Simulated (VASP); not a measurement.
# ScAl3 (Pm-3m) in VASP: notebook, part 2 of 2

VASP 6.6.1. The steps go on from the part before.

**3. Single point, PBEsol (volume scaled by 0.94)**

INCAR

```
SYSTEM = ScAl3
ALGO = Normal
EDIFF = 1E-6
ENCUT = 520
GGA = PS
ISIF = 2
ISMEAR = 0
LASPH = .True.
LCHARG = .True.
LELF = .True.
LREAL = .False.
LVHAR = .True.
LWAVE = .False.
NBANDS = 18
NELM = 80
PREC = Accurate
SIGMA = 0.1
```

KPOINTS

```
k-points
0
Gamma
  10 10 10
  0 0 0
```

POSCAR

```
ScAl3
1.0
    3.9881875689      0.0000000000      0.0000000000
    0.0000000000      3.9881875689      0.0000000000
    0.0000000000      0.0000000000      3.9881875689
Sc Al
1 3
Direct
    0.0000000000      0.0000000000      0.0000000000
    0.5000000000      0.0000000000      0.5000000000
    0.0000000000      0.5000000000      0.5000000000
    0.5000000000      0.5000000000      0.0000000000
```

Potentials or basis: VASP PAW PBE potentials, release 64 (Sc_sv, Al).

Started as:

```console
$ cat potpaw_PBE.64/Sc_sv/POTCAR potpaw_PBE.64/Al/POTCAR > POTCAR
$ mpirun -np 1 vasp_std > vasp.out
```

OUTCAR:

```text
SYSTEM = ScAl3
   EDIFF = 1E-6
   ENCUT = 520
   GGA = PS
   ISIF = 2
   ISMEAR = 0
   LASPH = .True.
   LREAL = .False.
   NELM = 80
   PREC = Accurate

 ion  position               nearest neighbor table
   1  0.000  0.000  0.000-   2 2.82   3 2.82   4 2.82   2 2.82   3 2.82   3 2.82   4 2.82   3 2.82
                             2 2.82   4 2.82   2 2.82   4 2.82
   2  0.500  0.000  0.500-   1 2.82   3 2.82   4 2.82   1 2.82   4 2.82   3 2.82   4 2.82   4 2.82
                             1 2.82   3 2.82   1 2.82   3 2.82
   3  0.000  0.500  0.500-   1 2.82   2 2.82   4 2.82   1 2.82   4 2.82   1 2.82   2 2.82   1 2.82
                             2 2.82   4 2.82   4 2.82   2 2.82
   4  0.500  0.500  0.000-   1 2.82   2 2.82   3 2.82   2 2.82   3 2.82   1 2.82   2 2.82   2 2.82
                             1 2.82   3 2.82   3 2.82   1 2.82

  LATTYP: Found a simple cubic cell.
 ALAT       =     3.9881875689

  Lattice vectors:

 A1 = (   3.9881875689,   0.0000000000,   0.0000000000)
 A2 = (   0.0000000000,   3.9881875689,   0.0000000000)
 A3 = (   0.0000000000,   0.0000000000,   3.9881875689)

Analysis of symmetry for initial positions (statically):
=====================================================================
 Subroutine PRICEL returns:
 Original cell was already a primitive cell.

 Routine SETGRP: Setting up the symmetry group for a
 simple cubic supercell.

 Subroutine GETGRP returns: Found 48 space group operations
 (whereof 48 operations were pure point group operations)
 out of a pool of 48 trial point group operations.

The static configuration has the point symmetry O_h .

Analysis of symmetry for dynamics (positions and initial velocities):
=====================================================================
 Subroutine PRICEL returns:
 Original cell was already a primitive cell.

 Routine SETGRP: Setting up the symmetry group for a
 simple cubic supercell.

 Subroutine GETGRP returns: Found 48 space group operations
 (whereof 48 operations were pure point group operations)
 out of a pool of 48 trial point group operations.

The dynamic configuration has the point symmetry O_h .

 Subroutine INISYM returns: Found 48 space group operations
 (whereof 48 operations are pure point group operations),
 and found     1 'primitive' translations

----------------------------------------------------------------------------------------

                                     Primitive cell

  volume of cell :      63.4347

  direct lattice vectors                    reciprocal lattice vectors
     3.988187569  0.000000000  0.000000000     0.250740464  0.000000000  0.000000000
     0.000000000  3.988187569  0.000000000     0.000000000  0.250740464  0.000000000
     0.000000000  0.000000000  3.988187569     0.000000000  0.000000000  0.250740464

  length of vectors
     3.988187569  3.988187569  3.988187569     0.250740464  0.250740464  0.250740464

  position of ions in fractional coordinates (direct lattice)
     0.000000000  0.000000000  0.000000000
     0.500000000  0.000000000  0.500000000
     0.000000000  0.500000000  0.500000000
     0.500000000  0.500000000  0.000000000

  ion indices of the primitive-cell ions
   primitive index   ion index
                 1           1
                 2           2
                 3           3
[... 30 lines left out ...]
  0.000000  0.000000  0.000000      1.000000
  0.100000  0.000000  0.000000      6.000000
  0.200000  0.000000  0.000000      6.000000
  0.300000  0.000000  0.000000      6.000000
  0.400000  0.000000  0.000000      6.000000
  0.500000  0.000000  0.000000      3.000000
[... 16 lines left out ...]
  0.200000  0.100000  0.100000     24.000000
  0.300000  0.100000  0.100000     24.000000
 [... further k-points ...]
   k-points           NKPTS =     56   k-points in BZ     NKDIM =     56   number of bands    NBANDS=     18
   number of dos      NEDOS =    301   number of ions     NIONS =      4
   total plane-waves  NPLWV =  27000
   dimension x,y,z NGX =    30 NGY =   30 NGZ =   30
   dimension x,y,z NGXF=    60 NGYF=   60 NGZF=   60
   ions per type =               1   3
   NGX,Y,Z   is equivalent  to a cutoff of  12.51, 12.51, 12.51 a.u.
   NGXF,Y,Z  is equivalent  to a cutoff of  25.01, 25.01, 25.01 a.u.
 SYSTEM =  ScAl3
   PREC   = accura    normal or accurate (medium, high low for compatibility)
   ISTART =      0    job   : 0-new  1-cont  2-samecut
   ICHARG =      2    charge: 1-file 2-atom 10-const
   ISPIN  =      1    spin polarized calculation?
   LNONCOLLINEAR =      F non collinear calculations
   LSORBIT =      F    spin-orbit coupling
   LASPH  =      T    aspherical Exc in radial PAW
   ENCUT  =  520.0 eV  38.22 Ry    6.18 a.u.   7.42  7.42  7.42*2*pi/ulx,y,z
   NELM   =     80;   NELMIN=  2; NELMDL= -5     # of ELM steps
   EDIFF  = 0.1E-05   stopping-criterion for ELM
   LREAL  =      F    real-space projection
   EDIFFG = 0.1E-04   stopping-criterion for IOM
   NSW    =      0    number of steps for IOM
   IBRION =     -1    ionic relax: 0-MD 1-quasi-New 2-CG
   NFREE  =      0    steps in history (QN), initial steepest desc. (CG)
   ISIF   =      2    stress and relaxation
   ISYM   =      2    0-nonsym 1-usesym 2-fastsym
   POTIM  = 0.5000    time-step for ionic-motion
   TEBEG  =    0.0;   TEEND  =   0.0 temperature during run
   PSTRESS=    0.0 pullay stress
   NELECT =      20.0000    total number of electrons
   NUPDOWN=      -1.0000    fix difference up-down
   EMIN   =  10.00;   EMAX   =-10.00  energy-range for DOS
   EFERMI =   0.00;   METHOD = LEGACY
   ISMEAR =     0;   SIGMA  =   0.10  broadening in eV -4-tet -1-fermi 0-gaus
   EFERMI_NEDOS =   21; number of points for ismear=-14 and -15
   IALGO  =     38    algorithm
   IMIX   =      4    mixing-type and parameters
     AMIX     =   0.40;   BMIX     =  1.00
     AMIX_MAG =   1.60;   BMIX_MAG =  1.00
  volume/ion in A,a.u.               =      15.86       107.02
  Fermi-wavevector in a.u.,A,eV,Ry     =   1.114233  2.105595 16.891832  1.241515
  Thomas-Fermi vector in A             =   2.250826
   LORBIT       =      0    0 simple, 1 ext, 2 COOP (PROOUT), +10 PAW based schemes
   GGA     = PS    functional components
   LHFCALC =     F    Hartree Fock is set to
   AEXX    =    0.0000 exact exchange contribution
   IVDW    =     0    specifies the selected vdW correction
   LEPSILON=     F    determine dielectric tensor
   LRPA    =     F    only Hartree local field effects (RPA)
 non-spin polarized calculation
 Gauss-broadening in eV      SIGMA  =   0.10
  energy-cutoff  :      520.00
  volume of cell :       63.43
 maximum number of plane-waves:      1743
 NGX is ok and might be reduce to    30
   NGX = 15   NGY = 15   NGZ = 15

 number of electron      20.0000007 magnetization

 Free energy of the ion-electron system (eV)
  ---------------------------------------------------
  ext. energy  EPLUGINS =         0.00000000
  ---------------------------------------------------
  free energy    TOTEN  =       -20.68533866 eV

  energy without entropy =      -20.68098654  energy(sigma->0) =      -20.68316260

 E-fermi :   7.8999     XC(G=0): -10.7921

 val. band max:        7.8978411783   @ k =   0.5000   0.1000   0.1000
 cond. band min:       7.9264861103   @ k =   0.5000   0.3000   0.2000
 fundamental gap:      0.0286449320
 Fermi energy:         7.8999335544

 k-point     1 :       0.0000    0.0000    0.0000
  band No.  band energies     occupation
      1     -40.6054      2.00000
      2     -19.4349      2.00000
      3     -19.4349      2.00000
      4     -19.4349      2.00000
      5      -2.5283      2.00000
      6       5.1612      2.00000
[... 481 lines left out ...]
      5      -1.4837      2.00000
      6       2.1874      2.00000
[... 10 lines left out ...]
     17      13.0702      0.00000
     18      13.9298      0.00000

 [... further k-points ...]

------------------------ aborting loop because EDIFF is reached ----------------------------------------

  FORCE on cell =-STRESS in cart. coord.  units (eV):
  Direction    XX          YY          ZZ          XY          YZ          ZX
  --------------------------------------------------------------------------------------
  -------------------------------------------------------------------------------------
  Total        2.5988006      2.5988006      2.5988006      0.0000000     -0.0000000      0.0000000
  in kB       65.6382235     65.6382235     65.6382235      0.0000000     -0.0000000      0.0000000
  external PRESSURE =      65.6382235 kB  Pullay stress =       0.0000000 kB

 VOLUME and BASIS-vectors are now :
 -----------------------------------------------------------------------------
  energy-cutoff  :      520.00
  volume of cell :       63.43
      direct lattice vectors                 reciprocal lattice vectors
     3.988187569  0.000000000  0.000000000     0.250740464  0.000000000  0.000000000
     0.000000000  3.988187569  0.000000000     0.000000000  0.250740464  0.000000000
     0.000000000  0.000000000  3.988187569     0.000000000  0.000000000  0.250740464

 POSITION                                       TOTAL-FORCE (eV/Angst)
 -----------------------------------------------------------------------------------
      0.00000      0.00000      0.00000         0.000000      0.000000      0.000000
      1.99409      0.00000      1.99409         0.000000      0.000000      0.000000
      0.00000      1.99409      1.99409         0.000000      0.000000      0.000000
      1.99409      1.99409      0.00000         0.000000      0.000000      0.000000
 -----------------------------------------------------------------------------------
    total drift:                                0.000000     -0.000000      0.000000

  FREE ENERGIE OF THE ION-ELECTRON SYSTEM (eV)
  ---------------------------------------------------
  free  energy   TOTEN  =       -20.6853386631 eV

  energy  without entropy=      -20.6809865359  energy(sigma->0) =      -20.68316260
```

OSZICAR:

```text
N       E                     dE             d eps       ncg     rms          rms(c)
DAV:   1     0.110959157820E+03    0.11096E+03   -0.83311E+03  2016   0.102E+03
DAV:   2    -0.164252384593E+02   -0.12738E+03   -0.12441E+03  2016   0.293E+02
DAV:   3    -0.215439425916E+02   -0.51187E+01   -0.49222E+01  3016   0.569E+01
DAV:   4    -0.216680452509E+02   -0.12410E+00   -0.12375E+00  3158   0.903E+00
DAV:   5    -0.216694327419E+02   -0.13875E-02   -0.13873E-02  2884   0.847E-01    0.105E+01
DAV:   6    -0.207688705165E+02    0.90056E+00   -0.32456E+00  3022   0.200E+01    0.388E+00
DAV:   7    -0.207110604562E+02    0.57810E-01   -0.10088E-01  2882   0.222E+00    0.218E+00
DAV:   8    -0.206859727365E+02    0.25088E-01   -0.36705E-02  3190   0.157E+00    0.316E-01
DAV:   9    -0.206856496208E+02    0.32312E-03   -0.65387E-03  3040   0.931E-01    0.211E-01
DAV:  10    -0.206853522034E+02    0.29742E-03   -0.90852E-04  3120   0.334E-01    0.711E-02
DAV:  11    -0.206853508917E+02    0.13117E-05   -0.42612E-05  2596   0.369E-02    0.287E-02
DAV:  12    -0.206853385222E+02    0.12369E-04   -0.63296E-05  3006   0.910E-02    0.392E-03
DAV:  13    -0.206853386631E+02   -0.14093E-06   -0.16994E-06  2190   0.134E-02
   1 F= -.20685339E+02 E0= -.20683163E+02  d E =-.435213E-02
```

stdout:

```text
POSCAR found type information on POSCAR ScAl
 POSCAR found :  2 types and       4 ions
 scaLAPACK will be used
 -----------------------------------------------------------------------------
|                                                                             |
|                                                                             |
|     You enforced a specific xc type in the INCAR file but a different       |
|     I HOPE YOU KNOW WHAT YOU ARE DOING!                                     |
|                                                                             |
 -----------------------------------------------------------------------------

 LDA part: xc-table for (Slater+PW92), standard interpolation
 POSCAR, INCAR and KPOINTS ok, starting setup
 FFT: planning ... GRIDC
 FFT: planning ... GRID_SOFT
 FFT: planning ... GRID
 WAVECAR not read
 entering main loop
```

Wall time 32 s (1 thread of Intel Xeon Platinum 8488C (Sapphire Rapids), shared host); peak memory 0.2 GiB.

Results:

```
Free energy            : -20.6853 eV
Pressure               : 6.6 GPa
Band gap on the k mesh : zero (band 10 reaches 9.01 eV, above the bottom of band 11 at 4.87 eV)
```

Levels at points of the mesh, in eV from the Fermi level:
| k point | band 7 | band 8 | band 9 | band 10 | band 11 | band 12 | band 13 | band 14 |
| --- | --- | --- | --- | --- | --- | --- | --- | --- |
| (0.00, 0.00, 0.00) | -2.74 | -1.85 | -1.85 | -1.85 | 1.19 | 1.32 | 1.32 | 1.32 |
| (0.50, 0.00, 0.00) | -1.85 | -1.85 | -1.66 | 1.11 | 1.11 | 1.30 | 1.33 | 1.70 |
| (0.50, 0.50, 0.00) | -5.74 | -4.56 | -0.61 | -0.61 | 1.21 | 1.43 | 2.21 | 2.68 |
| (0.50, 0.50, 0.50) | -4.93 | -4.77 | -3.03 | -3.03 | -3.03 | 1.09 | 2.79 | 2.79 |

Caveat: the PAW data sets were made with another functional, which shifts forces and pressure a little.

**4. Single point, PBEsol (volume scaled by 0.97)**

INCAR

```
PREC = Accurate
ENCUT = 520
EDIFF = 1E-6
ISMEAR = 0
SIGMA = 0.1
LREAL = False
LASPH = True
NELM = 60
ALGO = Normal
ISIF = 2
LWAVE = False
LCHARG = False
GGA = PS
NBANDS = 18
```

KPOINTS

```
Automatic mesh
0
Gamma
  10 10 10
```

POSCAR

```
ScAl3
1.0
    4.0301715760      0.0000000000      0.0000000000
    0.0000000000      4.0301715760      0.0000000000
    0.0000000000      0.0000000000      4.0301715760
Sc Al
1 3
Direct
    0.0000000000      0.0000000000      0.0000000000
    0.5000000000      0.0000000000      0.5000000000
    0.0000000000      0.5000000000      0.5000000000
    0.5000000000      0.5000000000      0.0000000000
```

Started as:

```console
$ cat potpaw_PBE.64/Sc_sv/POTCAR potpaw_PBE.64/Al/POTCAR > POTCAR
$ mpirun -np 1 vasp_std > vasp.out
```

Run time: 32 s. Hardware: 1 thread of Intel Xeon Platinum 8488C (Sapphire Rapids), shared host; peak memory 0.2 GiB.

Results (log left out):

```
Free energy            : -20.7463 eV
Pressure               : 3.1 GPa
Band gap on the k mesh : zero (band 10 reaches 8.66 eV, above the bottom of band 11 at 4.61 eV)
```

Levels at points of the mesh, in eV from the Fermi level:
| k point | band 8 | band 9 | band 10 | band 11 | band 12 | band 13 |
| --- | --- | --- | --- | --- | --- | --- |
| (0.00, 0.00, 0.00) | -1.84 | -1.84 | -1.84 | 1.20 | 1.31 | 1.31 |
| (0.50, 0.00, 0.00) | -1.80 | -1.59 | 1.06 | 1.06 | 1.11 | 1.33 |
| (0.50, 0.50, 0.00) | -4.48 | -0.58 | -0.58 | 1.20 | 1.40 | 2.14 |
| (0.50, 0.50, 0.50) | -4.65 | -3.00 | -3.00 | -3.00 | 1.01 | 2.70 |

Caveat: the PAW data sets were made with another functional, which shifts forces and pressure a little.

**5. Single point, PBEsol (volume scaled by 1.03)**

INCAR

```
SYSTEM = ScAl3
PREC = Accurate
ENCUT = 520
EDIFF = 1E-7
ISMEAR = 0
SIGMA = 0.1
LREAL = .FALSE.
LASPH = .TRUE.
NELM = 60
ALGO = Normal
ISIF = 2
LWAVE = .FALSE.
LCHARG = .FALSE.
GGA = PS
NBANDS = 18
```

KPOINTS

```
Automatic mesh
0
G
  10 10 10
  0 0 0
```

POSCAR

```
ScAl3
1.0
    4.1116111253      0.0000000000      0.0000000000
    0.0000000000      4.1116111253      0.0000000000
    0.0000000000      0.0000000000      4.1116111253
Sc Al
1 3
Direct
    0.0000000000      0.0000000000      0.0000000000
    0.5000000000      0.0000000000      0.5000000000
    0.0000000000      0.5000000000      0.5000000000
    0.5000000000      0.5000000000      0.0000000000
```

Started as:

```console
$ cat potpaw_PBE.64/Sc_sv/POTCAR potpaw_PBE.64/Al/POTCAR > POTCAR
$ mpirun -np 1 vasp_std > vasp.out
```

Run time: 30 s. Hardware: 1 thread of Intel Xeon Platinum 8488C (Sapphire Rapids), shared host; peak memory 0.21 GiB.

The run converged. Its results:

```
Free energy            : -20.7515 eV
Pressure               : -2.5 GPa
Band gap on the k mesh : zero (band 10 reaches 7.83 eV, above the bottom of band 11 at 4.12 eV)
```

Levels at points of the mesh, in eV from the Fermi level:
```csv
k point,band 8,band 9,band 10,band 11,band 12,band 13
"(0.00, 0.00, 0.00)",-1.80,-1.80,-1.80,1.21,1.28,1.28
"(0.50, 0.00, 0.00)",-1.70,-1.46,0.77,0.98,0.98,1.33
"(0.50, 0.50, 0.00)",-4.33,-0.54,-0.54,1.19,1.33,2.02
"(0.50, 0.50, 0.50)",-4.42,-2.94,-2.94,-2.94,0.87,2.55
```

Caveat: the PAW data sets were made with another functional, which shifts forces and pressure a little.

**6. Single point, PBEsol (volume scaled by 1.06)**

INCAR

```
SYSTEM = ScAl3
ALGO     = Normal         ! electronic algorithm
EDIFF    = 1E-6           ! SCF threshold, eV
ENCUT    = 520            ! plane-wave cutoff, eV
GGA      = PS             ! functional
ISIF     = 2              ! what is computed and relaxed
ISMEAR   = 0              ! smearing method
LASPH    = .True.         ! aspherical terms in the spheres
LCHARG   = .True.         ! write CHGCAR
LELF     = .True.         ! ELF
LREAL    = .False.        ! projectors in reciprocal space
LVHAR    = .True.       
LWAVE    = .False.        ! write WAVECAR
NBANDS   = 18             ! bands
NELM     = 100            ! most SCF steps
PREC     = Accurate       ! precision mode
SIGMA    = 0.1            ! smearing width, eV
```

KPOINTS

```
k-points
0
Gamma
  10 10 10
  0 0 0
```

POSCAR

```
ScAl3
1.0
    4.1511482730      0.0000000000      0.0000000000
    0.0000000000      4.1511482730      0.0000000000
    0.0000000000      0.0000000000      4.1511482730
Sc Al
1 3
Direct
    0.0000000000      0.0000000000      0.0000000000
    0.5000000000      0.0000000000      0.5000000000
    0.0000000000      0.5000000000      0.5000000000
    0.5000000000      0.5000000000      0.0000000000
```

Potentials or basis: VASP PAW PBE potentials, release 64 (Sc_sv, Al).

Started as:

```console
$ cat potpaw_PBE.64/Sc_sv/POTCAR potpaw_PBE.64/Al/POTCAR > POTCAR
$ mpirun -np 1 vasp_std > vasp.out
```

It took 30 s on 1 thread of Intel Xeon Platinum 8488C (Sapphire Rapids), shared host; peak memory 0.2 GiB.

Results (log left out):

```
Free energy            : -20.7067 eV
Pressure               : -4.7 GPa
Band gap on the k mesh : zero (band 10 reaches 7.56 eV, above the bottom of band 11 at 3.90 eV)
```

Levels at points of the mesh, in eV from the Fermi level:
| k point | band 6 | band 7 | band 8 | band 9 | band 10 | band 11 | band 12 | band 13 | band 14 | band 15 |
| --- | --- | --- | --- | --- | --- | --- | --- | --- | --- | --- |
| (0.00, 0.00, 0.00) | -2.58 | -2.58 | -1.78 | -1.78 | -1.78 | 1.22 | 1.26 | 1.26 | 1.26 | 4.42 |
| (0.50, 0.00, 0.00) | -7.17 | -1.65 | -1.65 | -1.40 | 0.62 | 0.94 | 0.94 | 1.34 | 1.57 | 2.04 |
| (0.50, 0.50, 0.00) | -5.55 | -5.55 | -4.26 | -0.51 | -0.51 | 1.19 | 1.30 | 1.96 | 2.37 | 3.27 |
| (0.50, 0.50, 0.50) | -4.72 | -4.72 | -4.32 | -2.90 | -2.90 | -2.90 | 0.80 | 2.47 | 2.47 | 3.81 |

Caveat: the PAW data sets were made with another functional, which shifts forces and pressure a little.

**7. The runs side by side**

| cell | smearing | gap on the mesh (eV) | pressure (GPa) |
| --- | --- | --- | --- |
| a = 3.847 Å, 4 atoms | fermi-dirac 0.15 eV | none | 22.3 |
| a = 3.988 Å, 4 atoms | gaussian 0.1 eV | none | 6.6 |
| a = 4.030 Å, 4 atoms | gaussian 0.1 eV | none | 3.1 |
| a = 4.112 Å, 4 atoms | gaussian 0.1 eV | none | -2.5 |
| a = 4.151 Å, 4 atoms | gaussian 0.1 eV | none | -4.7 |

Alike in all rows: task single point; level PBEsol; potentials or basis VASP PAW PBE potentials, release 64 (Sc_sv, Al); no spin polarisation; k mesh 10 × 10 × 10; cutoff (eV) 520.

Caveats: the PAW data sets were made with another functional, which shifts forces and pressure a little.

Absolute energies hang on the potentials; compare differences alone.
